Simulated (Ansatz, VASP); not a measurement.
**Two plane-wave programs on Eu**

The input INCAR:

```
PREC = Accurate ; ENCUT = 520
EDIFF = 1E-8 ; ISMEAR = -1
SIGMA = 0.05 ; LREAL = F
LASPH = T ; NELM = 150
ALGO = Normal ; ISIF = 2
LWAVE = F ; LCHARG = F
ISPIN = 2 ; MAGMOM = 7
LORBIT = 11 ; LMAXMIX = 6
GGA = PE ; LEFG = T
NBANDS = 18
```

File KPOINTS:

```
Automatic mesh
0
Gamma
  14 14 14
```

The input POSCAR:

```
Eu
1.0
   -2.1624327475      2.1624327475      2.1624327475
    2.1624327475     -2.1624327475      2.1624327475
    2.1624327475      2.1624327475     -2.1624327475
Eu
1
Direct
    0.0000000000      0.0000000000      0.0000000000
```

Input for Ansatz:

```yaml
crystal:
  lattice:
    - [-2.1624327475, 2.1624327475, 2.1624327475]
    - [2.1624327475, -2.1624327475, 2.1624327475]
    - [2.1624327475, 2.1624327475, -2.1624327475]
  atoms:
    - { symbol: Eu, position: [0.0, 0.0, 0.0], spin: 7.0 }
magnetization:
  spin_polarized: true
kpoints:
  mp_grid: { grid: [14, 14, 14] }
scf:
  occupations: { method: fermi_dirac, width: 0.05 }
hamiltonian:
  xc: pbe
  pseudopotentials: { kind: paw }
output:
  forces: true
  stress: true
  eigenvalues: true
  efg: { contact_densities: true }
  write_density: true
  write_potential: true
  elf: true
  volumetric_format: npy
```

Change from the starting cell: volume scaled by 0.96, PAW files.

Alike in both runs: task electric field gradients; functional PBE; k mesh 14 × 14 × 14; occupations fermi-dirac, width 0.05 eV; collinear spin.

|  | VASP | Ansatz |
| --- | --- | --- |
| version | VASP 6.6.1 | Ansatz 0.2.0 |
| potentials or method | VASP PAW PBE potentials, release 64 (Eu) | PAW with Ansatz's default frozen-core files, scalar-relativistic |
| plane-wave cutoff (eV) | 520 | 420 |
| valence electrons in the cell | 17 | 17 |

|  | VASP | Ansatz | Ansatz less VASP |
| --- | --- | --- | --- |
| pressure (GPa) | 0.3 | 0.6 | +0.28 |
| net moment per atom (μB) | 7.24 | 7.25 | +0.010 |
| size of the moment on the site where the two differ most (μB) | 6.66 | 7.00 | +0.339 |

Site moments also hang on the region over which each program counts them.

Spin-orbit coupling is off throughout.
